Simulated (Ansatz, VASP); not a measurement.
**One calculation of MgO, two programs**

```
Mg O
1.0
     0.00000    2.30633    2.30633
     2.30633    0.00000    2.30633
     2.30633    2.30633    0.00000
Mg O
1 1
Direct
  0.00000 0.00000 0.00000
  0.25000 0.25000 0.25000
```

Alike in both runs: task single point; functional PBE; k mesh 8 × 8 × 8; occupations gaussian, width 0.02 eV; no spin polarisation.

|  | VASP | Ansatz |
| --- | --- | --- |
| version | VASP 6.6.1 | Ansatz 0.2.0 |
| potentials or method | VASP PAW PBE potentials, release 64 (Mg, O), cutoff 600 eV | scalar-relativistic, plane waves, PAW |
| valence electrons in the cell | 8 | 16 |

|  | VASP | Ansatz | Ansatz less VASP |
| --- | --- | --- | --- |
| gap on the k mesh at the Fermi level (eV) | 3.47 | 3.48 | +0.016 |
| least direct gap on the mesh (eV) | 3.47 | 3.48 | +0.016 |
| pressure (GPa) | -0.6 | 0.0 | +0.57 |

VASP's potentials hold 8 valence electrons a cell and Ansatz's 16, so a difference there can come from the potentials and not from the codes.
